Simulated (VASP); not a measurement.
Wanted: the native input for a VASP 6.6.1 run.

| Property | Result |
| --- | --- |
| Task | single point |
| Functional | PBEsol |
| Dispersion | D3(BJ) |
| Potentials or basis | VASP PAW PBE potentials, release 64 (Al) |
| Cutoff | 520 eV |
| k mesh | 18 × 18 × 6 |
| Occupations | gaussian, width 0.15 eV |
| Spin | no spin polarisation |
| Dipole correction | no |
| Further INCAR settings | ALGO = Fast; EDIFF = 1e-06; NBANDS = 14 |

The structure of Al lies in POSCAR:

```
Al
1.0
    2.9315000000      0.0000000000      0.0000000000
   -1.4657500000      2.5387534712      0.0000000000
    0.0000000000      0.0000000000     11.1775000000
Al
4
Direct
    0.0000000000      0.0000000000      0.0000000000
    0.3333333333      0.6666666667      0.2500000000
    0.0000000000      0.0000000000      0.5000000000
    0.6666666667      0.3333333333      0.7500000000
```

These files were run (other wordings do the same):

INCAR

```
  ALGO = Fast
  EDIFF = 1E-6
  ENCUT = 520
  GGA = PS
  ISIF = 2
  ISMEAR = 0
  IVDW = 12
  LASPH = T
  LCHARG = F
  LREAL = F
  LWAVE = F
  NBANDS = 14
  NELM = 100
  PREC = Accurate
  SIGMA = 0.15
```

KPOINTS

```
k-points
0
Gamma
  18 18 6
```

Potentials or basis: VASP PAW PBE potentials, release 64 (Al).

The run is started by

```sh
$ cat potpaw_PBE.64/Al/POTCAR > POTCAR
$ mpirun -np 1 vasp_std > vasp.out
```

It gave:

The pressure is -12.1 GPa. The band gap on the k mesh is zero (band 6 reaches 8.08 eV, above the bottom of band 7 at 4.43 eV) and the dispersion energy per atom is -0.250 eV.

Caveat: the PAW data sets were made with another functional, which shifts forces and pressure a little; pairwise dispersion overbinds metals, which lowers pressure and volume.

It took 73 s on 1 thread of Intel(R) Xeon(R) Platinum 8559C (Emerald Rapids), on a shared host, peak memory 0.28 GiB.
